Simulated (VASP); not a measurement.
# Ca (P6/mmm) in VASP: a series of runs

Ca is run at these levels: r2SCAN; tasks: single point, relaxation of cell and atoms.

Program: VASP 6.6.1. These are calculated values, not measurements. Logs are shortened: lines on timing, memory, paths and dates and some standing lists are left out, and cuts for length are marked.

## 1. The cell of the first run

Symmetry: P6/mmm, No. 191, hexagonal system. The conventional cell has a = 6.418 Å, b = 6.418 Å, c = 3.814 Å, α = 90.00°, β = 90.00°, γ = 120.00°. Ca (site symmetry 6/mmm) has 14 Ca at 3.81 to 4.17 Å within 5.0 Å. Within 4.9 Å of Ca (site symmetry -6m2) lie 11 Ca at 3.71 to 4.17 Å.

This isn't the form of Ca at room conditions, which is fcc.

## 2. Single point, r2SCAN (45.35 Å³/atom)

Contents of POSCAR:

```
Ca
1.0
    6.4177423040      0.0000000000      0.0000000000
   -3.2088711520      5.5579278702      0.0000000000
    0.0000000000      0.0000000000      3.8139614421
Ca
3
Direct
    0.0000000000      0.0000000000      0.0000000000
    0.3333333333      0.6666666667      0.5000000000
    0.6666666667      0.3333333333      0.5000000000
```

Contents of INCAR.step1:

```
  PREC = Accurate
  ENCUT = 550
  ISMEAR = -1
  SIGMA = 0.1
  LREAL = False
  LASPH = True
  NELM = 120
  NBANDS = 22
  GGA = PE
  ALGO = Normal
  EDIFF = 1E-5
  LWAVE = True
  LCHARG = False
  GGA_COMPAT = False
```

Contents of INCAR.step2:

```
  PREC = Accurate
  ENCUT = 550
  EDIFF = 1E-6
  ISMEAR = -1
  SIGMA = 0.1
  LREAL = False
  LASPH = True
  NELM = 120
  ALGO = Normal
  ISIF = 2
  LWAVE = False
  LCHARG = False
  METAGGA = R2SCAN
  LMIXTAU = True
  NBANDS = 22
  ISTART = 1
  GGA_COMPAT = False
```

Contents of KPOINTS:

```
Automatic mesh
0
Gamma
  7 7 10
```

Potentials or basis: VASP PAW PBE potentials, release 64 (Ca_sv).

The run is started by

```sh
$ cat potpaw_PBE.64/Ca_sv/POTCAR > POTCAR
$ cp INCAR.step1 INCAR
$ mpirun -np 1 vasp_std > vasp.out
$ cp INCAR.step2 INCAR
$ mpirun -np 1 vasp_std > vasp.out
```

OUTCAR:

```text
PREC = Accurate
   ENCUT = 550
   EDIFF = 1E-6
   ISMEAR = -1
   LREAL = False
   LASPH = True
   NELM = 120
   ISIF = 2
   METAGGA = R2SCAN
   ISTART = 1

 ion  position               nearest neighbor table
   1  0.000  0.000  0.000-
   2  0.333  0.667  0.500-
   3  0.667  0.333  0.500-

  LATTYP: Found a hexagonal cell.
 ALAT       =     6.4177423040
 C/A-ratio  =     0.5942839805

  Lattice vectors:

 A1 = (   6.4177423040,   0.0000000000,   0.0000000000)
 A2 = (  -3.2088711520,   5.5579278702,   0.0000000000)
 A3 = (   0.0000000000,   0.0000000000,   3.8139614421)

Analysis of symmetry for initial positions (statically):
=====================================================================
 Subroutine PRICEL returns:
 Original cell was already a primitive cell.

 Routine SETGRP: Setting up the symmetry group for a
 hexagonal supercell.

 Subroutine GETGRP returns: Found 24 space group operations
 (whereof 24 operations were pure point group operations)
 out of a pool of 24 trial point group operations.

The static configuration has the point symmetry D_6h.

Analysis of symmetry for dynamics (positions and initial velocities):
=====================================================================
 Subroutine PRICEL returns:
 Original cell was already a primitive cell.

 Routine SETGRP: Setting up the symmetry group for a
 hexagonal supercell.

 Subroutine GETGRP returns: Found 24 space group operations
 (whereof 24 operations were pure point group operations)
 out of a pool of 24 trial point group operations.

The dynamic configuration has the point symmetry D_6h.

 Subroutine INISYM returns: Found 24 space group operations
 (whereof 24 operations are pure point group operations),
 and found     1 'primitive' translations

----------------------------------------------------------------------------------------

                                     Primitive cell

  volume of cell :     136.0415

  direct lattice vectors                    reciprocal lattice vectors
     6.417742304  0.000000000  0.000000000     0.155818036  0.089961585  0.000000000
    -3.208871152  5.557927870  0.000000000     0.000000000  0.179923170  0.000000000
     0.000000000  0.000000000  3.813961442     0.000000000  0.000000000  0.262194575

  length of vectors
[... 80 lines left out ...]
   LSORBIT =      F    spin-orbit coupling
   LASPH  =      T    aspherical Exc in radial PAW
   ENCUT  =  550.0 eV  40.42 Ry    6.36 a.u.  12.27 12.27  7.29*2*pi/ulx,y,z
   NELM   =    120;   NELMIN=  2; NELMDL=  0     # of ELM steps
   EDIFF  = 0.1E-05   stopping-criterion for ELM
   LREAL  =      F    real-space projection
   EDIFFG = 0.1E-04   stopping-criterion for IOM
   NSW    =      0    number of steps for IOM
   IBRION =     -1    ionic relax: 0-MD 1-quasi-New 2-CG
   NFREE  =      0    steps in history (QN), initial steepest desc. (CG)
   ISIF   =      2    stress and relaxation
   ISYM   =      2    0-nonsym 1-usesym 2-fastsym
   POTIM  = 0.5000    time-step for ionic-motion
   TEBEG  =    0.0;   TEEND  =   0.0 temperature during run
   PSTRESS=    0.0 pullay stress
   NELECT =      30.0000    total number of electrons
   NUPDOWN=      -1.0000    fix difference up-down
   EMIN   =  10.00;   EMAX   =-10.00  energy-range for DOS
   EFERMI =   0.00;   METHOD = LEGACY
   ISMEAR =    -1;   SIGMA  =   0.10  broadening in eV -4-tet -1-fermi 0-gaus
   EFERMI_NEDOS =   21; number of points for ismear=-14 and -15
   IALGO  =     38    algorithm
   IMIX   =      4    mixing-type and parameters
     AMIX     =   0.40;   BMIX     =  1.00
     AMIX_MAG =   1.60;   BMIX_MAG =  1.00
  volume/ion in A,a.u.               =      45.35       306.02
  Fermi-wavevector in a.u.,A,eV,Ry     =   0.989065  1.869062 13.309889  0.978249
  Thomas-Fermi vector in A             =   2.120637
   LORBIT       =      0    0 simple, 1 ext, 2 COOP (PROOUT), +10 PAW based schemes
   METAGGA = R2SCAN    functional components
   LHFCALC =     F    Hartree Fock is set to
   AEXX    =    0.0000 exact exchange contribution
   IVDW    =     0    specifies the selected vdW correction
   LEPSILON=     F    determine dielectric tensor
   LRPA    =     F    only Hartree local field effects (RPA)
 non-spin polarized calculation
  energy-cutoff  :      550.00
  volume of cell :      136.04
 maximum number of plane-waves:      4011
 NGX is ok and might be reduce to    50
   NGX = 25   NGY = 25   NGZ = 15

 number of electron      29.9999999 magnetization

 Free energy of the ion-electron system (eV)
  ---------------------------------------------------
  ext. energy  EPLUGINS =         0.00000000
  ---------------------------------------------------
  free energy    TOTEN  =       -21.00408782 eV

  energy without entropy =      -20.87559058  energy(sigma->0) =      -20.93983920

 E-fermi :   1.7414     XC(G=0):  -7.9840

 val. band max:        1.7298235980   @ k =   0.4286  -0.0000   0.3000
 cond. band min:       1.7517285178   @ k =   0.1429   0.1429   0.4000
 fundamental gap:      0.0219049198
 Fermi energy:         1.7414083008

 k-point     1 :       0.0000    0.0000    0.0000
  band No.  band energies     occupation
      1     -42.2836      2.00000
      2     -42.2693      2.00000
      3     -42.1801      2.00000
      4     -22.4175      2.00000
      5     -22.4175      2.00000
      6     -22.3417      2.00000
[... 589 lines left out ...]
     21       3.7375      0.00000
     22       4.2753      0.00000

 [... further k-points ...]

------------------------ aborting loop because EDIFF is reached ----------------------------------------

  FORCE on cell =-STRESS in cart. coord.  units (eV):
  Direction    XX          YY          ZZ          XY          YZ          ZX
  --------------------------------------------------------------------------------------
  -------------------------------------------------------------------------------------
  Total       -0.5538386     -0.5538386     -0.3920428      0.0000000      0.0000000      0.0000000
  in kB       -6.5226241     -6.5226241     -4.6171355      0.0000000      0.0000000      0.0000000
  external PRESSURE =      -5.8874612 kB  Pullay stress =       0.0000000 kB

 VOLUME and BASIS-vectors are now :
 -----------------------------------------------------------------------------
  energy-cutoff  :      550.00
  volume of cell :      136.04
      direct lattice vectors                 reciprocal lattice vectors
     6.417742304  0.000000000  0.000000000     0.155818036  0.089961585  0.000000000
    -3.208871152  5.557927870  0.000000000     0.000000000  0.179923170  0.000000000
     0.000000000  0.000000000  3.813961442     0.000000000  0.000000000  0.262194575

 POSITION                                       TOTAL-FORCE (eV/Angst)
 -----------------------------------------------------------------------------------
      0.00000      0.00000      0.00000         0.000000      0.000000     -0.000000
     -0.00000      3.70529      1.90698         0.000000     -0.000000     -0.000000
      3.20887      1.85264      1.90698        -0.000000      0.000000      0.000000
 -----------------------------------------------------------------------------------
    total drift:                                0.000000     -0.000000      0.000000

  FREE ENERGIE OF THE ION-ELECTRON SYSTEM (eV)
  ---------------------------------------------------
  free  energy   TOTEN  =       -21.0040878201 eV

  energy  without entropy=      -20.8755905807  energy(sigma->0) =      -20.93983920
```

OUTCAR.step1:

```text
PREC = Accurate
   ENCUT = 550
   ISMEAR = -1
   LREAL = False
   LASPH = True
   NELM = 120
[... 824 lines left out ...]
      0.00000      0.00000      0.00000        -0.000000      0.000000      0.000000
     -0.00000      3.70529      1.90698         0.000000     -0.000000      0.000000
      3.20887      1.85264      1.90698        -0.000000     -0.000000     -0.000000
 -----------------------------------------------------------------------------------
    total drift:                                0.000000     -0.000000      0.000000

  FREE ENERGIE OF THE ION-ELECTRON SYSTEM (eV)
  ---------------------------------------------------
  free  energy   TOTEN  =        -5.6857342951 eV

  energy  without entropy=       -5.5379345342  energy(sigma->0) =       -5.61183441
```

OSZICAR.step1:

```text
N       E                     dE             d eps       ncg     rms          rms(c)
DAV:   1     0.281962935498E+03    0.28196E+03   -0.14692E+04  2120   0.127E+03
DAV:   2     0.952388818645E+01   -0.27244E+03   -0.26824E+03  2244   0.368E+02
DAV:   3    -0.447454203138E+01   -0.13998E+02   -0.13567E+02  3978   0.629E+01
DAV:   4    -0.566557197609E+01   -0.11910E+01   -0.11766E+01  3404   0.162E+01
DAV:   5    -0.569773653413E+01   -0.32165E-01   -0.32127E-01  3162   0.277E+00    0.402E+00
DAV:   6    -0.568667876550E+01    0.11058E-01   -0.63023E-02  3064   0.188E+00    0.235E+00
DAV:   7    -0.568651193041E+01    0.16684E-03   -0.45299E-02  2562   0.211E+00    0.185E-01
DAV:   8    -0.568559547452E+01    0.91646E-03   -0.40629E-03  2952   0.517E-01    0.117E-01
DAV:   9    -0.568570374187E+01   -0.10827E-03   -0.56282E-04  3790   0.120E-01    0.449E-02
DAV:  10    -0.568574644101E+01   -0.42699E-04   -0.14526E-04  2820   0.123E-01    0.664E-02
DAV:  11    -0.568573573687E+01    0.10704E-04   -0.32190E-05  2234   0.585E-02    0.931E-03
DAV:  12    -0.568573429511E+01    0.14418E-05   -0.32123E-06  1662   0.172E-02
   1 F= -.56857343E+01 E0= -.56118344E+01  d E =-.147800E+00
```

Run time: 8.6 min. Hardware: 1 thread of Intel Xeon Platinum 8124M at 3.00GHz (Skylake/Cascade Lake), shared host; peak memory 0.36 GiB.

Results:

```
Free energy            : -21.0041 eV
Pressure               : -0.6 GPa
Band gap on the k mesh : zero (bands 15 and 16 overlap by 0.64 eV)
```

Stress tensor (GPa, compression positive):
```
-0.65  0.00  0.00
 0.00 -0.65  0.00
 0.00  0.00 -0.46
```

Levels at points of the mesh, in eV from the Fermi level:
| k point | band 13 | band 14 | band 15 | band 16 | band 17 | band 18 |
| --- | --- | --- | --- | --- | --- | --- |
| (0.00, 0.00, 0.00) | -4.17 | 0.12 | 0.12 | 0.14 | 0.14 | 0.29 |
| (0.00, 0.00, 0.50) | -1.52 | -1.27 | 0.41 | 0.41 | 0.55 | 0.55 |

Caveat: the PAW data sets were made with another functional, which shifts forces and pressure a little.

[end of part 1 of 3]

The gap in the log of VASP goes by the Fermi energy; the results here count the filled bands.